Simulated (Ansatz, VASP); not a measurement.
**MgO in VASP and in Ansatz**

```
Mg O
1.0
     0.00000    2.07404    2.07404
     2.07404    0.00000    2.07404
     2.07404    2.07404    0.00000
Mg O
1 1
Direct
  0.00665 0.00665 0.99335
  0.48989 0.48989 0.51011
```

Change from the starting cell: mode 6 frozen in at -0.043 Å, equal normal strain along x, y and z -0.0250.

Alike in both runs: task single point; functional PBE; k mesh 10 × 10 × 10; occupations gaussian, width 0.05 eV; no spin polarisation.

|  | VASP | Ansatz |
| --- | --- | --- |
| version | VASP 6.6.1 | Ansatz 0.2.0 |
| potentials or method | VASP PAW PBE potentials, release 64 (Mg, O), cutoff 600 eV | scalar-relativistic, plane waves, PAW |
| valence electrons in the cell | 8 | 16 |

|  | VASP | Ansatz | Ansatz less VASP |
| --- | --- | --- | --- |
| gap on the k mesh at the Fermi level (eV) | 5.19 | 5.20 | +0.017 |
| least direct gap on the mesh (eV) | 5.19 | 5.20 | +0.017 |
| pressure (GPa) | 12.7 | 13.8 | +1.10 |
| traceless stress, the component that is largest in VASP (GPa) | 1.43 | 1.41 | -0.023 |
| rms of the force components (eV/Å) | 0.283 | 0.279 | -0.0042 |

Atom by atom the forces differ by 0.004 eV/Å (rms over components). The functional is the same, so the differences come from potentials, cutoffs and numerics. VASP's potentials hold 8 valence electrons a cell and Ansatz's 16, so a difference there can come from the potentials and not from the codes.
